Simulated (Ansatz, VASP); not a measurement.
Two plane-wave programs on SnSe2

```
Sn Se
1.0
     3.87175    0.00000    0.00000
    -1.93587    3.35303    0.00000
     0.00000    0.00000    6.98808
Sn Se
1 2
Direct
  0.00000 0.00000 0.00000
  0.33333 0.66667 0.22815
  0.66667 0.33333 0.77185
```

Alike in both runs: task single point; functional PBE; k mesh 12 × 12 × 4; occupations gaussian, width 0.02 eV; no spin polarisation.

|  | VASP | Ansatz |
| --- | --- | --- |
| version | VASP 6.6.1 | Ansatz 0.2.0 |
| potentials or method | VASP PAW PBE potentials, release 64 (Sn_d, Se), cutoff 520 eV | scalar-relativistic, plane waves, PAW |
| valence electrons in the cell | 26 | 46 |

Ansatz gave:

* gap on the k mesh at the Fermi level (eV): 0.70
* least direct gap on the mesh (eV): 1.08
* pressure (GPa): 0.0
* rms of the force components (eV/Å): 0.002

**Question.** Which values does VASP return?

**Answer.** gap on the k mesh at the Fermi level (eV): 0.70; least direct gap on the mesh (eV): 1.08; pressure (GPa): 0.1; rms of the force components (eV/Å): 0.007.

Atom by atom the forces differ by 0.006 eV/Å (rms over components). With one functional, cell and mesh, what is left measures potentials, basis and numerics. VASP's potentials hold 26 valence electrons a cell and Ansatz's 46, so a difference there can come from the potentials and not from the codes.
